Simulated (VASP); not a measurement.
Here is a VASP 6.6.1 calculation.

INCAR

```
ALGO     = Normal         # electronic algorithm
DIPOL    = 0.5 0.5 0.321
EDIFF    = 1E-6           # SCF threshold, eV
ENCUT    = 520            # plane-wave cutoff, eV
GGA      = PE             # functional
IDIPOL   = 3            
ISIF     = 2              # what is computed and relaxed
ISMEAR   = 0              # smearing method
IVDW     = 12             # dispersion correction
LASPH    = T              # aspherical terms in the spheres
LCHARG   = F              # write CHGCAR
LDIPOL   = T            
LREAL    = F              # projectors in reciprocal space
LWAVE    = F              # write WAVECAR
NBANDS   = 27             # bands
NELM     = 60             # most SCF steps
PREC     = Accurate       # precision mode
SIGMA    = 0.05           # smearing width, eV
```

File KPOINTS:

```
k-points
0
Gamma
  7 5 1
```

The input POSCAR:

```
Si3N
1.0
    3.8333442755      0.0000000000      0.0000000000
    0.0000000000      5.4211674636      0.0000000000
    0.0000000000      0.0000000000     22.4877586337
Si N
6 2
Direct
    0.5000000000      0.0000000000      0.1778745523
    0.0000000000      0.2500000000      0.1778745523
    0.0000000000      0.5038839981      0.2608672216
    0.5000000000      0.7461160019      0.2608672216
    0.5000000000      0.0086033066      0.3418641564
    0.0000000000      0.2413966934      0.3418641564
    0.5000000000      0.1752699732      0.4797169344
    0.5000000000      0.1752699732      0.5286324363
```

Potentials or basis: VASP PAW PBE potentials, release 64 (Si, N).

Run with:

```console
$ cat potpaw_PBE.64/Si/POTCAR potpaw_PBE.64/N/POTCAR > POTCAR
$ mpirun -np 1 vasp_std > vasp.out
```

Problem. Predict the dispersion energy per atom.

Solution. -0.205 eV.

Problem. Predict the largest force.

Solution. 2.238 eV/Å.

Problem. Estimate the band gap on the k mesh.

Solution. Zero (band 17 reaches -1.46 eV, above the bottom of band 18 at -1.76 eV).

Forces on the atoms (eV/Å):
```
Si   0.000  0.567 -0.042
Si   0.000 -0.577 -0.027
Si   0.000 -0.098 -0.018
Si   0.000  0.098 -0.021
Si   0.000 -0.056 -0.064
Si   0.000  0.029  0.016
N    0.000  0.055 -2.081
N    0.000 -0.018  2.238
```

Caveat: the standard files for N, O and F lose accuracy on very short bonds.
